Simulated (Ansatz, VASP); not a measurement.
## One calculation of Hf, two programs

INCAR

```
  ALGO = Normal
  EDIFF = 1E-6
  ENCUT = 520
  GGA = PE
  ISIF = 2
  ISMEAR = -1
  LASPH = True
  LCHARG = False
  LREAL = False
  LWAVE = False
  NBANDS = 11
  NELM = 80
  PREC = Accurate
  SIGMA = 0.03
```

Contents of KPOINTS:

```
k-points
0
Gamma
  13 13 13
```

File POSCAR:

```
Hf
1.0
    0.0000000000      2.2635404658      2.2635404658
    2.2635404658      0.0000000000      2.2635404658
    2.2635404658      2.2635404658      0.0000000000
Hf
1
Direct
    0.0000000000      0.0000000000      0.0000000000
```

Input for Ansatz:

```yaml
crystal:
  lattice:
    - [0.0, 2.2635404658, 2.2635404658]
    - [2.2635404658, 0.0, 2.2635404658]
    - [2.2635404658, 2.2635404658, 0.0]
  atoms:
    - { symbol: Hf, position: [0.0, 0.0, 0.0] }
kpoints:
  mp_grid: { grid: [13, 13, 13] }
  band_path:
    path:
      - [0.0, 0.0, 0.0]
      - [0.5, 0.0, 0.5]
      - [0.625, 0.25, 0.625]
      - [0.375, 0.375, 0.75]
      - [0.0, 0.0, 0.0]
      - [0.5, 0.5, 0.5]
      - [0.5, 0.25, 0.75]
      - [0.5, 0.0, 0.5]
    npoints: 5
scf:
  occupations: { method: fermi_dirac, width: 0.03 }
hamiltonian:
  xc: pbe
  pseudopotentials: { kind: all_electron, lapw: { basis_error: 0.001 } }
output:
  forces: true
  stress: true
  eigenvalues: true
```

Change from the starting cell: volume scaled by 1.06.

Alike in both runs: task single point; functional PBE; k mesh 13 × 13 × 13; occupations fermi-dirac, width 0.03 eV; no spin polarisation.

|  | VASP | Ansatz |
| --- | --- | --- |
| version | VASP 6.6.1 | Ansatz 0.2.0 |
| potentials or method | VASP PAW PBE potentials, release 64 (Hf_pv), cutoff 520 eV | all-electron LAPW, scalar-relativistic |

```csv
,VASP,Ansatz,Ansatz less VASP
pressure (GPa),-3.2,-2.8,+0.43
```

Ansatz ran all-electron here, and VASP with PAW potentials.

Spin-orbit coupling is off throughout.
